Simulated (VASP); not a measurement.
# ZnCd2S3 (P4mm) in VASP: notebook

Runs on ZnCd2S3. Level: PBE. Tasks: relaxation of cell and atoms, single point.

Program: VASP 6.6.1. These are calculated values, not measurements. Logs are shortened: lines on timing, memory, paths and dates and some standing lists are left out, and cuts for length are marked.

### 1 The cell of the first run

The structure is tetragonal, space group P4mm (No. 99). Conventional cell: a = 4.200 Å, b = 4.200 Å, c = 8.347 Å, α = 90.00°, β = 90.00°, γ = 90.00°. Within 2.9 Å of Zn (site symmetry 4mm) lie 4 S at 2.22 Å. Cd (site symmetry 2mm) has 2 S at 2.14 Å within 2.8 Å. S (site symmetry 2mm) has 2 Zn at 2.22 Å within 2.9 Å. S (site symmetry 4mm) has 4 Cd at 2.14 Å within 2.8 Å.

### 2 Relaxation of cell and atoms, PBE

INCAR reads:

```
  PREC = Accurate
  ENCUT = 600
  EDIFF = 1E-6
  ISMEAR = 0
  SIGMA = 0.1
  LREAL = F
  LASPH = T
  NELM = 80
  ALGO = Normal
  ISIF = 3
  LWAVE = F
  LCHARG = F
  GGA = PE
  IBRION = 2
  NSW = 90
  EDIFFG = -0.04
```

KPOINTS reads:

```
regular mesh
0
Gamma
  4 4 2
```

POSCAR reads:

```
ZnCd2S3
1.0
    4.1998298500      0.0000000000      0.0000000000
    0.0000000000      4.1998298500      0.0000000000
    0.0000000000      0.0000000000      8.3467985000
Zn Cd S
1 2 3
Direct
    0.0000000000      0.0000000000      0.8233832300
    0.0000000000      0.5000000000      0.3996686600
    0.5000000000      0.0000000000      0.3996686600
    0.0000000000      0.5000000000      0.9106324500
    0.5000000000      0.0000000000      0.9106324500
    0.0000000000      0.0000000000      0.4507419600
```

Potentials or basis: VASP PAW PBE potentials, release 64 (Zn, Cd, S).

On the command line:

```
$ cat potpaw_PBE.64/Zn/POTCAR potpaw_PBE.64/Cd/POTCAR potpaw_PBE.64/S/POTCAR > POTCAR
$ mpirun -np 1 vasp_std > vasp.out
```

OUTCAR:

```text
PREC = Accurate
   ENCUT = 600
   EDIFF = 1E-6
   ISMEAR = 0
   LREAL = F
   LASPH = T
   NELM = 80
   ISIF = 3
   GGA = PE
   IBRION = 2
   NSW = 90
   EDIFFG = -0.04

 ion  position               nearest neighbor table
   1  0.000  0.000  0.823-   4 2.22   5 2.22   4 2.22   5 2.22
   2  0.000  0.500  0.400-   6 2.14   6 2.14   3 2.97   3 2.97   3 2.97   3 2.97
   3  0.500  0.000  0.400-   6 2.14   6 2.14   2 2.97   2 2.97   2 2.97   2 2.97
   4  0.000  0.500  0.911-   1 2.22   1 2.22
   5  0.500  0.000  0.911-   1 2.22   1 2.22
   6  0.000  0.000  0.451-   2 2.14   3 2.14   2 2.14   3 2.14

  LATTYP: Found a simple tetragonal cell.
 ALAT       =     4.1998298500
 C/A-ratio  =     1.9874134901

  Lattice vectors:

 A1 = (   4.1998298500,   0.0000000000,   0.0000000000)
 A2 = (   0.0000000000,   4.1998298500,   0.0000000000)
 A3 = (   0.0000000000,   0.0000000000,   8.3467985000)

Analysis of symmetry for initial positions (statically):
=====================================================================
 Subroutine PRICEL returns:
 Original cell was already a primitive cell.

 Routine SETGRP: Setting up the symmetry group for a
 simple tetragonal supercell.

 Subroutine GETGRP returns: Found  8 space group operations
 (whereof  8 operations were pure point group operations)
 out of a pool of 16 trial point group operations.

The static configuration has the point symmetry C_4v.

Analysis of symmetry for dynamics (positions and initial velocities):
=====================================================================
 Subroutine PRICEL returns:
 Original cell was already a primitive cell.

 Routine SETGRP: Setting up the symmetry group for a
 simple tetragonal supercell.

 Subroutine GETGRP returns: Found  8 space group operations
 (whereof  8 operations were pure point group operations)
 out of a pool of 16 trial point group operations.

The dynamic configuration has the point symmetry C_4v.

 Subroutine INISYM returns: Found  8 space group operations
 (whereof  8 operations are pure point group operations),
 and found     1 'primitive' translations

----------------------------------------------------------------------------------------

                                     Primitive cell

  volume of cell :     147.2256

  direct lattice vectors                    reciprocal lattice vectors
     4.199829850  0.000000000  0.000000000     0.238104884  0.000000000  0.000000000
     0.000000000  4.199829850  0.000000000     0.000000000  0.238104884  0.000000000
     0.000000000  0.000000000  8.346798500     0.000000000  0.000000000  0.119806414

  length of vectors
     4.199829850  4.199829850  8.346798500     0.238104884  0.238104884  0.119806414

  position of ions in fractional coordinates (direct lattice)
     0.000000000  0.000000000  0.823383230
     0.000000000  0.500000000  0.399668660
     0.500000000  0.000000000  0.399668660
     0.000000000  0.500000000  0.910632450
     0.500000000  0.000000000  0.910632450
     0.000000000  0.000000000  0.450741960

  ion indices of the primitive-cell ions
   primitive index   ion index
                 1           1
                 2           2
                 3           3
                 4           4
                 5           5
                 6           6

----------------------------------------------------------------------------------------

 KPOINTS: regular mesh

Automatic generation of k-mesh.
 Grid dimensions read from file:
 generate k-points for:    4    4    2

 Generating k-lattice:

  Cartesian coordinates                     Fractional coordinates (reciprocal lattice)
     0.059526221  0.000000000  0.000000000     0.250000000  0.000000000  0.000000000
     0.000000000  0.059526221  0.000000000     0.000000000  0.250000000  0.000000000
     0.000000000  0.000000000  0.059903207     0.000000000  0.000000000  0.500000000

  Length of vectors
     0.059526221  0.059526221  0.059903207

  Shift w.r.t. Gamma in fractional coordinates (k-lattice)
     0.000000000  0.000000000  0.000000000

 Subroutine IBZKPT returns following result:
 ===========================================

 Found     12 irreducible k-points:

 Following reciprocal coordinates:
            Coordinates               Weight
  0.000000  0.000000  0.000000      1.000000
  0.250000  0.000000  0.000000      4.000000
  0.500000  0.000000  0.000000      2.000000
  0.250000  0.250000  0.000000      4.000000
  0.500000  0.250000  0.000000      4.000000
  0.500000  0.500000  0.000000      1.000000
  0.000000  0.000000  0.500000      1.000000
  0.250000  0.000000  0.500000      4.000000
  0.500000  0.000000  0.500000      2.000000
  0.250000  0.250000  0.500000      4.000000
  0.500000  0.250000  0.500000      4.000000
  0.500000  0.500000  0.500000      1.000000
   k-points           NKPTS =     12   k-points in BZ     NKDIM =     12   number of bands    NBANDS=     32
   number of dos      NEDOS =    301   number of ions     NIONS =      6
   total plane-waves  NPLWV =  90720
   dimension x,y,z NGX =    36 NGY =   36 NGZ =   70
   dimension x,y,z NGXF=    72 NGYF=   72 NGZF=  140
   ions per type =               1   2   3
   NGX,Y,Z   is equivalent  to a cutoff of  14.25, 14.25, 13.94 a.u.
   NGXF,Y,Z  is equivalent  to a cutoff of  28.50, 28.50, 27.88 a.u.
 SYSTEM =  unknown system
   PREC   = accura    normal or accurate (medium, high low for compatibility)
   ISTART =      0    job   : 0-new  1-cont  2-samecut
   ICHARG =      2    charge: 1-file 2-atom 10-const
   ISPIN  =      1    spin polarized calculation?
   LNONCOLLINEAR =      F non collinear calculations
   LSORBIT =      F    spin-orbit coupling
   LASPH  =      T    aspherical Exc in radial PAW
   ENCUT  =  600.0 eV  44.10 Ry    6.64 a.u.   8.39  8.39 16.67*2*pi/ulx,y,z
   NELM   =     80;   NELMIN=  2; NELMDL= -5     # of ELM steps
   EDIFF  = 0.1E-05   stopping-criterion for ELM
   LREAL  =      F    real-space projection
   EDIFFG = -.4E-01   stopping-criterion for IOM
   NSW    =     90    number of steps for IOM
   IBRION =      2    ionic relax: 0-MD 1-quasi-New 2-CG
   NFREE  =      1    steps in history (QN), initial steepest desc. (CG)
   ISIF   =      3    stress and relaxation
   ISYM   =      2    0-nonsym 1-usesym 2-fastsym
   POTIM  = 0.5000    time-step for ionic-motion
   TEBEG  =    0.0;   TEEND  =   0.0 temperature during run
   PSTRESS=    0.0 pullay stress
   NELECT =      54.0000    total number of electrons
   NUPDOWN=      -1.0000    fix difference up-down
   EMIN   =  10.00;   EMAX   =-10.00  energy-range for DOS
   EFERMI =   0.00;   METHOD = LEGACY
   ISMEAR =     0;   SIGMA  =   0.10  broadening in eV -4-tet -1-fermi 0-gaus
   EFERMI_NEDOS =   21; number of points for ismear=-14 and -15
   IALGO  =     38    algorithm
   IMIX   =      4    mixing-type and parameters
     AMIX     =   0.40;   BMIX     =  1.00
     AMIX_MAG =   1.60;   BMIX_MAG =  1.00
  volume/ion in A,a.u.               =      24.54       165.59
  Fermi-wavevector in a.u.,A,eV,Ry     =   1.171867  2.214507 18.684502  1.373272
  Thomas-Fermi vector in A             =   2.308304
   LORBIT       =      0    0 simple, 1 ext, 2 COOP (PROOUT), +10 PAW based schemes
   GGA     = PE    functional components
   LHFCALC =     F    Hartree Fock is set to
   AEXX    =    0.0000 exact exchange contribution
   IVDW    =     0    specifies the selected vdW correction
   LEPSILON=     F    determine dielectric tensor
   LRPA    =     F    only Hartree local field effects (RPA)
 conjugate gradient relaxation of ions
 non-spin polarized calculation
 Gauss-broadening in eV      SIGMA  =   0.10
  energy-cutoff  :      600.00
  volume of cell :      147.23
 maximum number of plane-waves:      4941
 NGX is ok and might be reduce to    36
   NGX = 17   NGY = 17   NGZ = 33

--------------------------------------- Ionic step        1  -------------------------------------------

 number of electron      54.0000017 magnetization

 Free energy of the ion-electron system (eV)
  ---------------------------------------------------
  ext. energy  EPLUGINS =         0.00000000
  ---------------------------------------------------
  free energy    TOTEN  =        -9.21376618 eV

  energy without entropy =       -9.19053258  energy(sigma->0) =       -9.20214938

------------------------ aborting loop because EDIFF is reached ----------------------------------------

  FORCE on cell =-STRESS in cart. coord.  units (eV):
  Direction    XX          YY          ZZ          XY          YZ          ZX
  --------------------------------------------------------------------------------------
  -------------------------------------------------------------------------------------
  Total       31.3238855     31.3238855      0.0412607      0.0000000      0.0000000      0.0000000
  in kB      340.8810736    340.8810736      0.4490184      0.0000000      0.0000000      0.0000000
  external PRESSURE =     227.4037219 kB  Pullay stress =       0.0000000 kB
[... 25 lines left out ...]
  energy  without entropy=       -9.1905325815  energy(sigma->0) =       -9.20214938

--------------------------------------- Ionic step        2  -------------------------------------------

 number of electron      53.9999982 magnetization

 E-fermi :  -0.5800     XC(G=0):  -7.1629

 val. band max:       -0.6416133054   @ k =   0.2500   0.2500   0.5000
 cond. band min:      -0.5424531496   @ k =   0.5000   0.5000   0.5000
 fundamental gap:      0.0991601558
 Fermi energy:        -0.5799889024

 k-point     1 :       0.0000    0.0000    0.0000
  band No.  band energies     occupation
      1     -13.7247      2.00000
      2     -11.8161      2.00000
      3     -11.1333      2.00000
      4      -9.5669      2.00000
      5      -9.4465      2.00000
      6      -9.4038      2.00000
[... 482 lines left out ...]
  FREE ENERGIE OF THE ION-ELECTRON SYSTEM (eV)
  ---------------------------------------------------
  free  energy   TOTEN  =       -12.9091672554 eV

  energy  without entropy=      -12.8915678168  energy(sigma->0) =      -12.90036754

[... ionic steps 4 to 36 ...]

--------------------------------------- Ionic step       37  -------------------------------------------

 number of electron      53.9999992 magnetization

------------------------ aborting loop because EDIFF is reached ----------------------------------------

  FORCE on cell =-STRESS in cart. coord.  units (eV):
  Direction    XX          YY          ZZ          XY          YZ          ZX
  --------------------------------------------------------------------------------------
  -------------------------------------------------------------------------------------
  Total       -0.0720465     -0.0720465     -0.0574577      0.0000000      0.0000000     -0.0000000
  in kB       -0.7961263     -0.7961263     -0.6349181      0.0000000      0.0000000     -0.0000000
  external PRESSURE =      -0.7423902 kB  Pullay stress =       0.0000000 kB
[... 65 lines left out ...]
  energy  without entropy=      -16.1336702563  energy(sigma->0) =      -16.14743051

--------------------------------------- Ionic step       39  -------------------------------------------

 number of electron      53.9999992 magnetization

 Free energy of the ion-electron system (eV)
  ---------------------------------------------------
  ext. energy  EPLUGINS =         0.00000000
  ---------------------------------------------------
  free energy    TOTEN  =       -16.16152749 eV

  energy without entropy =      -16.13399597  energy(sigma->0) =      -16.14776173

 E-fermi :   1.6937     XC(G=0):  -9.1249

 val. band max:        1.6786948569   @ k =   0.2500   0.2500   0.5000
 cond. band min:       1.7090271066   @ k =   0.5000   0.5000   0.0000
 fundamental gap:      0.0303322497
 Fermi energy:         1.6936554484

 k-point     1 :       0.0000    0.0000    0.0000
  band No.  band energies     occupation
      1     -11.6424      2.00000
      2     -10.3524      2.00000
      3     -10.0769      2.00000
      4      -6.7251      2.00000
      5      -6.5422      2.00000
      6      -6.5373      2.00000
[... 442 lines left out ...]
  FREE ENERGIE OF THE ION-ELECTRON SYSTEM (eV)
  ---------------------------------------------------
  free  energy   TOTEN  =       -16.1615274928 eV

  energy  without entropy=      -16.1339959716  energy(sigma->0) =      -16.14776173

 reached required accuracy - stopping structural energy minimisation
```

Wall time 14 min (1 thread of Intel Xeon 6975P-C (Granite Rapids), shared host); peak memory 0.34 GiB.

What came out:

| Quantity | Value |
| --- | --- |
| Free energy | -16.1615 eV |
| Relaxed volume | 24.15 Å³/atom |
| Relaxed cell | a = 5.367 Å, b = 5.367 Å, c = 5.031 Å, α = 90.00°, β = 90.00°, γ = 90.00° |
| Space group after relaxing (to 0.05 Å) | P4/mmm (No. 123) |
| Energy gained by relaxing | 1158.0 meV/atom |
| Ionic steps | 39 |
| Pressure after relaxing | -0.1 GPa |
| Largest force after relaxing | 0.022 eV/Å |
| Band gap on the k mesh | zero (band 27 reaches 2.00 eV, above the bottom of band 28 at 1.10 eV) |

Forces in eV/Å, atoms in the order of the input:
```
Zn   0.000  0.000  0.022
Cd   0.000  0.000  0.000
Cd   0.000  0.000  0.000
S    0.000  0.000 -0.012
S    0.000  0.000 -0.012
S    0.000  0.000  0.002
```

The path:
| step | energy change (eV) | largest force (eV/Å) | pressure (GPa) | volume (Å³) |
| --- | --- | --- | --- | --- |
| 1 | 0.0000 | 3.9827 | 22.74 | 147.23 |
| 2 | -2.8220 | 0.6441 | -5.47 | 230.80 |
| 3 | -3.6954 | 0.7880 | -1.17 | 190.91 |
| 4 | -3.6991 | 0.7991 | -1.71 | 193.81 |
| 5 | -3.6995 | 0.7971 | -1.53 | 192.82 |
| 6 | -3.9439 | 0.5677 | -1.61 | 186.29 |
| 7 | -4.7438 | 0.8799 | -1.47 | 166.57 |
| 8 | -5.2486 | 6.0890 | 12.04 | 126.36 |
| 9 | -5.3226 | 1.0830 | -0.33 | 153.02 |
| 10 | -5.7861 | 1.9349 | 2.95 | 139.75 |
| 11 | -5.7870 | 3.0553 | 5.56 | 134.75 |
| 12 | -5.8064 | 2.4692 | 4.32 | 136.96 |
| 13 | -5.9090 | 2.6645 | 4.69 | 135.99 |
| 14 | -6.0057 | 3.3125 | 6.53 | 132.90 |
| 15 | -6.2009 | 2.4507 | 5.09 | 134.84 |
| 16 | -6.4403 | 1.1010 | 2.74 | 139.47 |
| 17 | -6.4712 | 0.7408 | 1.88 | 141.53 |
| 18 | -6.4733 | 0.7474 | 1.60 | 142.26 |
| 19 | -6.5065 | 0.5895 | 0.99 | 143.22 |
| 20 | -6.5336 | 0.4827 | -0.13 | 145.23 |
| 21 | -6.5440 | 0.4554 | -0.15 | 145.28 |
| 22 | -6.5732 | 0.3804 | -0.17 | 145.43 |
| 23 | -6.6247 | 0.2879 | -0.25 | 145.72 |
| 24 | -6.7029 | 0.4911 | -0.37 | 146.22 |
| 25 | -6.7404 | 1.0674 | -0.46 | 146.93 |
| 26 | -6.7490 | 0.8828 | -0.46 | 146.70 |
| 27 | -6.7641 | 0.8634 | -0.47 | 146.61 |
| 28 | -6.8037 | 0.7832 | -0.46 | 146.33 |
| 29 | -6.8337 | 0.6746 | -0.09 | 145.70 |
| 30 | -6.8350 | 0.6479 | -0.21 | 145.84 |
| 31 | -6.8495 | 0.6138 | -0.20 | 145.69 |
| 32 | -6.8841 | 0.5166 | -0.20 | 145.21 |
| 33 | -6.9137 | 0.3392 | -0.09 | 144.25 |
| 34 | -6.9274 | 0.2845 | 0.08 | 143.89 |
| 35 | -6.9414 | 0.0733 | 0.81 | 142.78 |
| 36 | -6.9423 | 0.1298 | 0.63 | 143.03 |
| 37 | -6.9474 | 0.0535 | -0.07 | 144.99 |
| 38 | -6.9474 | 0.0516 | -0.05 | 144.90 |
| 39 | -6.9478 | 0.0222 | -0.06 | 144.89 |

Final structure:
```yaml
crystal:
  lattice:
    - [5.36672, 0.00000, 0.00000]
    - [0.00000, 5.36672, 0.00000]
    - [0.00000, 0.00000, 5.03076]
  atoms:
    - { symbol: Zn, position: [0.00000, 0.00000, 0.89769] }
    - { symbol: Cd, position: [0.00000, 0.50000, 0.39954] }
    - { symbol: Cd, position: [0.50000, 0.00000, 0.39954] }
    - { symbol: S, position: [0.00000, 0.50000, 0.89960] }
    - { symbol: S, position: [0.50000, 0.00000, 0.89960] }
    - { symbol: S, position: [0.00000, 0.00000, 0.39875] }
```

Caveat: the k points lie up to 0.62 Å⁻¹ apart in the final cell.

[end of part 1 of 2]
